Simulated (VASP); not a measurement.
Write the native input for VASP 6.6.1 that does the following.

* Task: single point
* Functional: LDA
* Potentials or basis: VASP PAW LDA potentials, release 64 (Pd)
* Cutoff: 520 eV
* k mesh: 15 × 15 × 8
* Occupations: fermi-dirac, width 0.05 eV
* Spin: collinear spin
* Starting moments: [0.5, 0.5] μB
* Dipole correction: no
* Further INCAR settings: ALGO = Normal; EDIFF = 1e-06; NBANDS = 21

The structure of Pd lies in POSCAR:

```
Pd
1.0
    2.6165291088      0.0000000000      0.0000000000
   -1.3082645544      2.2659806780      0.0000000000
    0.0000000000      0.0000000000      4.4100444563
Pd
2
Direct
    0.3333333333      0.6666666667      0.2500000000
    0.6666666667      0.3333333333      0.7500000000
```

This isn't the form of Pd at room conditions, which is fcc.

One way to write it, as run:

INCAR

```
SYSTEM = Pd
  ALGO = Normal
  EDIFF = 1E-6
  ENCUT = 520
  GGA = CA
  ISIF = 2
  ISMEAR = -1
  ISPIN = 2
  LASPH = .TRUE.
  LCHARG = .TRUE.
  LELF = .TRUE.
  LMAXMIX = 4
  LORBIT = 11
  LREAL = .FALSE.
  LVHAR = .TRUE.
  LWAVE = .FALSE.
  MAGMOM = 0.5 0.5
  NBANDS = 21
  NELM = 150
  PREC = Accurate
  SIGMA = 0.05
```

KPOINTS

```
k-points
0
G
  15 15 8
  0 0 0
```

Potentials or basis: VASP PAW LDA potentials, release 64 (Pd).

The run is started by

```console
$ cat potpaw_LDA.64/Pd/POTCAR > POTCAR
$ mpirun -np 1 vasp_std > vasp.out
```

It gave:

```json
{"Pressure": "23.9 GPa", "Band gap on the k mesh": "zero (filled and empty bands overlap)", "Net moment": "0.01 μB per cell", "Valence electrons inside the program's atomic spheres": "Pd 9.74"}
```

Caveat: the cell stands under pressure.

It took 54 s on 1 thread of Intel(R) Xeon(R) 6975P-C (Granite Rapids), with other jobs on the host, peak memory 0.21 GiB.
